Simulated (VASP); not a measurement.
# TiO2 (P4_2/mnm) in VASP: further runs

The runs below take TiO2 through single point, with r2SCAN.

Program: VASP 6.6.1. These are calculated values, not measurements. Logs are shortened: lines on timing, memory, paths and dates and some standing lists are left out, and cuts for length are marked.

### Step 1. The cell of the first run

The structure is tetragonal, space group P4_2/mnm (No. 136). The conventional cell has a = 4.597 Å, b = 4.597 Å, c = 2.954 Å, α = 90.00°, β = 90.00°, γ = 90.00°. Ti (site symmetry mmm) has 6 O at 1.95 to 1.98 Å within 2.6 Å. Within 2.6 Å of O (site symmetry m2m) lie 3 Ti at 1.95 to 1.98 Å and 1 O at 2.54 Å.

### Step 2. Single point, r2SCAN

Contents of POSCAR:

```
TiO2
1.0
    4.5969450479      0.0000000000      0.0000000000
    0.0000000000      4.5969450479      0.0000000000
    0.0000000000      0.0000000000      2.9535430796
Ti O
2 4
Direct
    0.0000000000      0.0000000000      0.0000000000
    0.5000000000      0.5000000000      0.5000000000
    0.3046314516      0.3046314516      0.0000000000
    0.1953685484      0.8046314516      0.5000000000
    0.6953685484      0.6953685484      0.0000000000
    0.8046314516      0.1953685484      0.5000000000
```

Contents of INCAR.step1:

```
ALGO = Normal ; EDIFF = 1E-4
ENCUT = 520 ; GGA = PE
ISMEAR = 0 ; LASPH = True
LCHARG = False ; LREAL = False
LWAVE = True ; NBANDS = 33
NELM = 60 ; PREC = Accurate
SIGMA = 0.02
```

Contents of INCAR.step2:

```
ALGO = Normal ; EDIFF = 1E-6
ENCUT = 520 ; ISIF = 2
ISMEAR = 0 ; ISTART = 1
LASPH = True ; LCHARG = True
LELF = True ; LMIXTAU = True
LREAL = False ; LVHAR = True
LWAVE = False ; METAGGA = R2SCAN
NBANDS = 33 ; NELM = 60
PREC = Accurate ; SIGMA = 0.02
```

Contents of KPOINTS:

```
k-points
0
Gamma
  6 6 10
```

Potentials or basis: VASP PAW PBE potentials, release 64 (Ti_sv, O).

Launch:

```bash
cat potpaw_PBE.64/Ti_sv/POTCAR potpaw_PBE.64/O/POTCAR > POTCAR
cp INCAR.step1 INCAR
mpirun -np 1 vasp_std > vasp.out
cp INCAR.step2 INCAR
mpirun -np 1 vasp_std > vasp.out
```

OUTCAR:

```text
EDIFF = 1E-6
   ENCUT = 520
   ISIF = 2
   ISMEAR = 0
   ISTART = 1
   LASPH = True
   LREAL = False
   METAGGA = R2SCAN
   NELM = 60
   PREC = Accurate

 ion  position               nearest neighbor table
   1  0.000  0.000  0.000-   4 1.95   6 1.95   4 1.95   6 1.95   5 1.98   3 1.98
   2  0.500  0.500  0.500-   3 1.95   5 1.95   3 1.95   5 1.95   4 1.98   6 1.98
   3  0.305  0.305  0.000-   2 1.95   2 1.95   1 1.98
   4  0.195  0.805  0.500-   1 1.95   1 1.95   2 1.98
   5  0.695  0.695  0.000-   2 1.95   2 1.95   1 1.98
   6  0.805  0.195  0.500-   1 1.95   1 1.95   2 1.98

  LATTYP: Found a simple tetragonal cell.
 ALAT       =     4.5969450479
 C/A-ratio  =     0.6425012805

  Lattice vectors:

 A1 = (   4.5969450479,   0.0000000000,   0.0000000000)
 A2 = (   0.0000000000,   4.5969450479,   0.0000000000)
 A3 = (   0.0000000000,   0.0000000000,   2.9535430796)

Analysis of symmetry for initial positions (statically):
=====================================================================
 Subroutine PRICEL returns:
 Original cell was already a primitive cell.

 Routine SETGRP: Setting up the symmetry group for a
 simple tetragonal supercell.

 Subroutine GETGRP returns: Found 16 space group operations
 (whereof  8 operations were pure point group operations)
 out of a pool of 16 trial point group operations.

The static configuration has the point symmetry D_2h.
 The point group associated with its full space group is D_4h.

Analysis of symmetry for dynamics (positions and initial velocities):
=====================================================================
 Subroutine PRICEL returns:
 Original cell was already a primitive cell.

 Routine SETGRP: Setting up the symmetry group for a
 simple tetragonal supercell.

 Subroutine GETGRP returns: Found 16 space group operations
 (whereof  8 operations were pure point group operations)
 out of a pool of 16 trial point group operations.

The dynamic configuration has the point symmetry D_2h.
 The point group associated with its full space group is D_4h.

 Subroutine INISYM returns: Found 16 space group operations
 (whereof  8 operations are pure point group operations),
 and found     1 'primitive' translations

----------------------------------------------------------------------------------------

                                     Primitive cell

  volume of cell :      62.4140

  direct lattice vectors                    reciprocal lattice vectors
     4.596945048  0.000000000  0.000000000     0.217535774  0.000000000  0.000000000
     0.000000000  4.596945048  0.000000000     0.000000000  0.217535774  0.000000000
     0.000000000  0.000000000  2.953543080     0.000000000  0.000000000  0.338576406

  length of vectors
     4.596945048  4.596945048  2.953543080     0.217535774  0.217535774  0.338576406

  position of ions in fractional coordinates (direct lattice)
     0.000000000  0.000000000  0.000000000
     0.500000000  0.500000000  0.500000000
     0.304631452  0.304631452  0.000000000
     0.195368548  0.804631452  0.500000000
     0.695368548  0.695368548  0.000000000
     0.804631452  0.195368548  0.500000000

  ion indices of the primitive-cell ions
   primitive index   ion index
                 1           1
                 2           2
                 3           3
                 4           4
                 5           5
                 6           6

----------------------------------------------------------------------------------------

 KPOINTS: k-points

Automatic generation of k-mesh.
 Grid dimensions read from file:
 generate k-points for:    6    6   10

 Generating k-lattice:

  Cartesian coordinates                     Fractional coordinates (reciprocal lattice)
     0.036255962  0.000000000  0.000000000     0.166666667  0.000000000  0.000000000
     0.000000000  0.036255962  0.000000000     0.000000000  0.166666667  0.000000000
     0.000000000  0.000000000  0.033857641     0.000000000  0.000000000  0.100000000

  Length of vectors
     0.036255962  0.036255962  0.033857641

  Shift w.r.t. Gamma in fractional coordinates (k-lattice)
     0.000000000  0.000000000  0.000000000

 Subroutine IBZKPT returns following result:
 ===========================================

 Found     60 irreducible k-points:

 Following reciprocal coordinates:
            Coordinates               Weight
  0.000000  0.000000  0.000000      1.000000
  0.166667  0.000000  0.000000      4.000000
  0.333333  0.000000  0.000000      4.000000
  0.500000  0.000000  0.000000      2.000000
  0.166667  0.166667  0.000000      4.000000
  0.333333  0.166667  0.000000      8.000000
[... 16 lines left out ...]
  0.333333  0.000000  0.200000      8.000000
  0.500000  0.000000  0.200000      4.000000
 [... further k-points ...]
   k-points           NKPTS =     60   k-points in BZ     NKDIM =     60   number of bands    NBANDS=     33
   number of dos      NEDOS =    301   number of ions     NIONS =      6
   total plane-waves  NPLWV =  31104
   dimension x,y,z NGX =    36 NGY =   36 NGZ =   24
   dimension x,y,z NGXF=    72 NGYF=   72 NGZF=   48
   ions per type =               2   4
   NGX,Y,Z   is equivalent  to a cutoff of  13.02, 13.02, 13.51 a.u.
   NGXF,Y,Z  is equivalent  to a cutoff of  26.04, 26.04, 27.02 a.u.
 SYSTEM =  unknown system
   PREC   = accura    normal or accurate (medium, high low for compatibility)
   ISTART =      1    job   : 0-new  1-cont  2-samecut
   ICHARG =      0    charge: 1-file 2-atom 10-const
   ISPIN  =      1    spin polarized calculation?
   LNONCOLLINEAR =      F non collinear calculations
   LSORBIT =      F    spin-orbit coupling
   LASPH  =      T    aspherical Exc in radial PAW
   ENCUT  =  520.0 eV  38.22 Ry    6.18 a.u.   8.55  8.55  5.49*2*pi/ulx,y,z
   NELM   =     60;   NELMIN=  2; NELMDL=  0     # of ELM steps
   EDIFF  = 0.1E-05   stopping-criterion for ELM
   LREAL  =      F    real-space projection
   EDIFFG = 0.1E-04   stopping-criterion for IOM
   NSW    =      0    number of steps for IOM
   IBRION =     -1    ionic relax: 0-MD 1-quasi-New 2-CG
   NFREE  =      0    steps in history (QN), initial steepest desc. (CG)
   ISIF   =      2    stress and relaxation
   ISYM   =      2    0-nonsym 1-usesym 2-fastsym
   POTIM  = 0.5000    time-step for ionic-motion
   TEBEG  =    0.0;   TEEND  =   0.0 temperature during run
   PSTRESS=    0.0 pullay stress
   NELECT =      48.0000    total number of electrons
   NUPDOWN=      -1.0000    fix difference up-down
   EMIN   =  10.00;   EMAX   =-10.00  energy-range for DOS
   EFERMI =   0.00;   METHOD = LEGACY
   ISMEAR =     0;   SIGMA  =   0.02  broadening in eV -4-tet -1-fermi 0-gaus
   EFERMI_NEDOS =   21; number of points for ismear=-14 and -15
   IALGO  =     38    algorithm
   IMIX   =      4    mixing-type and parameters
     AMIX     =   0.40;   BMIX     =  1.00
     AMIX_MAG =   1.60;   BMIX_MAG =  1.00
  volume/ion in A,a.u.               =      10.40        70.20
  Fermi-wavevector in a.u.,A,eV,Ry     =   1.499896  2.834393 30.608880  2.249689
  Thomas-Fermi vector in A             =   2.611467
   LORBIT       =      0    0 simple, 1 ext, 2 COOP (PROOUT), +10 PAW based schemes
   METAGGA = R2SCAN    functional components
   LHFCALC =     F    Hartree Fock is set to
   AEXX    =    0.0000 exact exchange contribution
   IVDW    =     0    specifies the selected vdW correction
   LEPSILON=     F    determine dielectric tensor
   LRPA    =     F    only Hartree local field effects (RPA)
 non-spin polarized calculation
 Gauss-broadening in eV      SIGMA  =   0.02
  energy-cutoff  :      520.00
  volume of cell :       62.41
 maximum number of plane-waves:      1698
 NGX is ok and might be reduce to    36
   NGX = 17   NGY = 17   NGZ = 11

 number of electron      48.0000021 magnetization

 Free energy of the ion-electron system (eV)
  ---------------------------------------------------
  ext. energy  EPLUGINS =         0.00000000
  ---------------------------------------------------
  free energy    TOTEN  =       -69.79422028 eV

  energy without entropy =      -69.79422028  energy(sigma->0) =      -69.79422028

 E-fermi :   4.7019     XC(G=0): -12.1566

 val. band max:        4.5429660237   @ k =   0.0000   0.0000   0.0000
 cond. band min:       6.7722010829   @ k =   0.0000   0.0000   0.0000
 fundamental gap:      2.2292350592
 Fermi energy:         4.7019304909

 k-point     1 :       0.0000    0.0000    0.0000
  band No.  band energies     occupation
      1     -54.5991      2.00000
      2     -54.5812      2.00000
      3     -29.8659      2.00000
      4     -29.8659      2.00000
      5     -29.6874      2.00000
      6     -29.6874      2.00000
[... 25 lines left out ...]
     32      11.5300      0.00000
     33      11.5300      0.00000

 k-point     2 :       0.1667    0.0000    0.0000
  band No.  band energies     occupation
      1     -54.5979      2.00000
      2     -54.5824      2.00000
      3     -29.8563      2.00000
      4     -29.8555      2.00000
      5     -29.6989      2.00000
      6     -29.6980      2.00000
[... 25 lines left out ...]
     32      11.4316      0.00000
     33      11.4522      0.00000

 k-point     3 :       0.3333    0.0000    0.0000
  band No.  band energies     occupation
      1     -54.5946      2.00000
      2     -54.5857      2.00000
      3     -29.8311      2.00000
      4     -29.8289      2.00000
      5     -29.7277      2.00000
      6     -29.7254      2.00000
[... 25 lines left out ...]
     32      11.2338      0.00000
     33      11.2735      0.00000

 k-point     4 :       0.5000    0.0000    0.0000
  band No.  band energies     occupation
      1     -54.5901      2.00000
      2     -54.5901      2.00000
      3     -29.8091      2.00000
      4     -29.8091      2.00000
      5     -29.7485      2.00000
      6     -29.7485      2.00000
[... 673 lines left out ...]
     32      10.8153      0.00000
     33      11.0179      0.00000

 k-point    23 :       0.3333    0.0000    0.2000
  band No.  band energies     occupation
      1     -54.5795      2.00000
      2     -54.5722      2.00000
      3     -29.8314      2.00000
      4     -29.8105      2.00000
      5     -29.7853      2.00000
      6     -29.7706      2.00000
[... 25 lines left out ...]
     32      10.4081      0.00000
     33      11.0250      0.00000

 k-point    24 :       0.5000    0.0000    0.2000
  band No.  band energies     occupation
      1     -54.5758      2.00000
      2     -54.5758      2.00000
      3     -29.8228      2.00000
      4     -29.8228      2.00000
      5     -29.7658      2.00000
      6     -29.7658      2.00000
[... 25 lines left out ...]
     32      10.2064      0.00000
     33      11.4310      0.00000

 [... further k-points ...]

------------------------ aborting loop because EDIFF is reached ----------------------------------------

  FORCE on cell =-STRESS in cart. coord.  units (eV):
  Direction    XX          YY          ZZ          XY          YZ          ZX
  --------------------------------------------------------------------------------------
  -------------------------------------------------------------------------------------
  Total        0.4027182      0.4027182      0.6838993      0.0000000      0.0000000      0.0000000
  in kB       10.3378433     10.3378433     17.5558086      0.0000000      0.0000000      0.0000000
  external PRESSURE =      12.7438317 kB  Pullay stress =       0.0000000 kB

 VOLUME and BASIS-vectors are now :
 -----------------------------------------------------------------------------
  energy-cutoff  :      520.00
  volume of cell :       62.41
      direct lattice vectors                 reciprocal lattice vectors
     4.596945048  0.000000000  0.000000000     0.217535774  0.000000000  0.000000000
     0.000000000  4.596945048  0.000000000     0.000000000  0.217535774  0.000000000
     0.000000000  0.000000000  2.953543080     0.000000000  0.000000000  0.338576406

 POSITION                                       TOTAL-FORCE (eV/Angst)
 -----------------------------------------------------------------------------------
      0.00000      0.00000      0.00000         0.000000      0.000000     -0.000000
      2.29847      2.29847      1.47677         0.000000      0.000000     -0.000000
      1.40037      1.40037      0.00000        -0.025591     -0.025591      0.000000
      0.89810      3.69885      1.47677         0.025591     -0.025591     -0.000000
      3.19657      3.19657      0.00000         0.025591      0.025591     -0.000000
      3.69885      0.89810      1.47677        -0.025591      0.025591     -0.000000
 -----------------------------------------------------------------------------------
    total drift:                                0.000000      0.000000      0.000000

  FREE ENERGIE OF THE ION-ELECTRON SYSTEM (eV)
  ---------------------------------------------------
  free  energy   TOTEN  =       -69.7942202835 eV

  energy  without entropy=      -69.7942202835  energy(sigma->0) =      -69.79422028
```

It took 5.1 min on 1 thread of Intel Xeon Platinum 8488C (Sapphire Rapids), shared host; peak memory 0.23 GiB.

Results:

- Free energy: -69.7942 eV
- Pressure: 1.3 GPa
- Largest force: 0.036 eV/Å
- Band gap on the k mesh: 2.23 eV

Forces on the atoms (eV/Å):
```
Ti   0.000  0.000  0.000
Ti   0.000  0.000  0.000
O   -0.026 -0.026  0.000
O    0.026 -0.026  0.000
O    0.026  0.026  0.000
O   -0.026  0.026  0.000
```

Caveat: the PAW data sets were made with another functional, which shifts forces and pressure a little.

### Step 3. Single point, r2SCAN (10.71 Å³/atom)

This run uses another cell than the first one, of 10.71 Å³/atom.

Contents of POSCAR:

```
TiO2
1.0
    4.6540245142      0.0000000000      0.0000000000
    0.0000000000      4.6540245142      0.0000000000
    0.0000000000      0.0000000000      2.9679858481
Ti O
2 4
Direct
    0.0000000000      0.0000000000      0.0000000000
    0.5000000000      0.5000000000      0.5000000000
    0.3058030575      0.3058030575      0.0000000000
    0.1941969425      0.8058030575      0.5000000000
    0.6941969425      0.6941969425      0.0000000000
    0.8058030575      0.1941969425      0.5000000000
```

Contents of INCAR.step1:

```
SYSTEM = TiO2
  PREC = Accurate
  ENCUT = 520
  ISMEAR = 0
  SIGMA = 0.02
  LREAL = .False.
  LASPH = .True.
  NELM = 100
  NBANDS = 33
  GGA = PE
  ALGO = Normal
  EDIFF = 1E-4
  LWAVE = .True.
  LCHARG = .False.
```

Contents of INCAR.step2:

```
SYSTEM = TiO2
  PREC = Accurate
  ENCUT = 520
  EDIFF = 1E-6
  ISMEAR = 0
  SIGMA = 0.02
  LREAL = .False.
  LASPH = .True.
  NELM = 100
  ALGO = Normal
  ISIF = 2
  LWAVE = .False.
  LCHARG = .False.
  METAGGA = R2SCAN
  LMIXTAU = .True.
  NBANDS = 33
  ISTART = 1
```

Contents of KPOINTS:

```
Automatic mesh
0
Gamma
  6 6 10
  0 0 0
```

Potentials or basis: VASP PAW PBE potentials, release 64 (Ti_sv, O).

Launch:

```bash
cat potpaw_PBE.64/Ti_sv/POTCAR potpaw_PBE.64/O/POTCAR > POTCAR
cp INCAR.step1 INCAR
mpirun -np 1 vasp_std > vasp.out
cp INCAR.step2 INCAR
mpirun -np 1 vasp_std > vasp.out
```

It took 4.9 min on 1 thread of Intel Xeon Platinum 8488C (Sapphire Rapids), shared host; peak memory 0.24 GiB.

Results (log left out):

* Free energy: -69.7711 eV
* Pressure: -5.1 GPa
* Largest force: 0.036 eV/Å
* Band gap on the k mesh: 2.21 eV

Forces in eV/Å, atoms in the order of the input:
```
Ti   0.000  0.000  0.000
Ti   0.000  0.000  0.000
O   -0.025 -0.025  0.000
O    0.025 -0.025  0.000
O    0.025  0.025  0.000
O   -0.025  0.025  0.000
```

Stress tensor (GPa, compression positive):
```
-5.39  0.00  0.00
 0.00 -5.39  0.00
 0.00  0.00 -4.57
```

Levels at points of the mesh, in eV from the valence-band top:
```tsv
k point	band 20	band 21	band 22	band 23	band 24	band 25	band 26	band 27	band 28	band 29
(0.00, 0.00, 0.00)	-1.96	-0.72	-0.45	-0.45	0.00	2.21	2.53	2.78	2.84	2.84
(0.50, 0.00, 0.00)	-3.02	-1.59	-1.59	-0.73	-0.73	2.87	2.87	3.31	3.31	3.87
(0.50, 0.50, 0.00)	-2.11	-1.31	-1.31	-1.07	-1.07	2.24	2.24	2.86	2.86	4.11
(0.00, 0.00, 0.50)	-2.83	-2.22	-2.22	-1.45	-1.45	3.22	3.22	3.54	3.54	3.95
(0.50, 0.00, 0.50)	-2.40	-2.01	-2.01	-1.02	-1.02	2.26	2.26	3.56	3.56	4.17
(0.50, 0.50, 0.50)	-2.80	-1.21	-1.21	-0.71	-0.71	2.89	2.89	3.53	3.53	3.58
```

Caveat: the cell stands under tension; the PAW data sets were made with another functional, which shifts forces and pressure a little. A k mesh can miss the band edges.
